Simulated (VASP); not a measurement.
Wanted: the native input for a VASP 6.6.1 run.

- Task: single point
- Functional: LDA
- Potentials or basis: VASP PAW LDA potentials, release 64 (Na_pv)
- Cutoff: 520 eV
- k mesh: 8 × 8 × 3
- Occupations: fermi-dirac, width 0.05 eV
- Spin: no spin polarisation
- Dipole correction: no
- Further INCAR settings: ALGO = Normal; EDIFF = 1e-06; NBANDS = 22

The structure of Na lies in POSCAR:

```
Na
1.0
    3.7003831212      0.0000000000      0.0000000000
   -1.8501915606      3.2046257867      0.0000000000
    0.0000000000      0.0000000000     12.5373215400
Na
4
Direct
    0.6666666667      0.3333333333      0.7500000000
    0.0000000000      0.0000000000      0.5000000000
    0.3333333333      0.6666666667      0.2500000000
    0.0000000000      0.0000000000      0.0000000000
```

This isn't the form of Na at room conditions, which is bcc.

One way to write it, as run:

INCAR

```
  PREC = Accurate
  ENCUT = 520
  EDIFF = 1E-6
  ISMEAR = -1
  SIGMA = 0.05
  LREAL = F
  LASPH = T
  NELM = 80
  ALGO = Normal
  ISIF = 2
  LWAVE = F
  LCHARG = T
  GGA = CA
  LELF = T
  LVHAR = T
  NBANDS = 22
```

KPOINTS

```
regular mesh
0
Gamma
  8 8 3
```

Potentials or basis: VASP PAW LDA potentials, release 64 (Na_pv).

Run with:

```bash
$ cat potpaw_LDA.64/Na_pv/POTCAR > POTCAR
$ mpirun -np 1 vasp_std > vasp.out
```

It gave:

```
Pressure               : -0.8 GPa
Band gap on the k mesh : zero (bands 14 and 15 overlap by 3.44 eV)
```

It took 21 s on 1 thread of Intel(R) Xeon(R) 6975P-C (Granite Rapids), with other jobs on the host, peak memory 0.21 GiB.
